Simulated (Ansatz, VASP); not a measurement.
**One calculation of ReBi, two programs**

Contents of INCAR:

```
SYSTEM = ReBi
PREC = Accurate ; ENCUT = 520
EDIFF = 1E-6 ; ISMEAR = 0
SIGMA = 0.05 ; LREAL = .FALSE.
LASPH = .TRUE. ; NELM = 100
ALGO = Fast ; ISIF = 2
LWAVE = .FALSE. ; LCHARG = .FALSE.
GGA = PE ; NBANDS = 18
```

Contents of KPOINTS:

```
regular mesh
0
G
  10 10 10
  0 0 0
```

Contents of POSCAR:

```
ReBi
1.0
    0.0000000000      3.0677291935      3.0677291935
    3.0677291935      0.0000000000      3.0677291935
    3.0677291935      3.0677291935      0.0000000000
Re Bi
1 1
Direct
    0.0000000000      0.0000000000      0.0000000000
    0.2500000000      0.2500000000      0.2500000000
```

Input for Ansatz:

```yaml
crystal:
  lattice:
    - [0.0, 3.0677291935, 3.0677291935]
    - [3.0677291935, 0.0, 3.0677291935]
    - [3.0677291935, 3.0677291935, 0.0]
  atoms:
    - { symbol: Re, position: [0.0, 0.0, 0.0] }
    - { symbol: Bi, position: [0.25, 0.25, 0.25] }
basis:
  ecutwfc: 420
  ecutrho_ratio: 4
kpoints:
  mp_grid: { grid: [10, 10, 10] }
hamiltonian:
  xc: pbe
scf:
  occupations: { method: gaussian, width: 0.05 }
output:
  forces: true
  stress: true
  eigenvalues: true
```

Alike in both runs: task single point; functional PBE; k mesh 10 × 10 × 10; occupations gaussian, width 0.05 eV; no spin polarisation.

|  | VASP | Ansatz |
| --- | --- | --- |
| version | VASP 6.6.1 | Ansatz 0.2.0 |
| potentials or method | VASP PAW PBE potentials, release 64 (Re, Bi_d), cutoff 520 eV | scalar-relativistic, plane waves, PAW |
| valence electrons in the cell | 22 | 30 |

```tsv
	VASP	Ansatz	Ansatz less VASP
gap on the k mesh at the Fermi level (eV)	none	none	-
pressure (GPa)	3.6	3.6	-0.03
```

A gap of «none» marks a metal or a gap that the smearing closes. VASP's potentials hold 22 valence electrons a cell and Ansatz's 30, so a difference there can come from the potentials and not from the codes.

Spin-orbit coupling is off throughout.
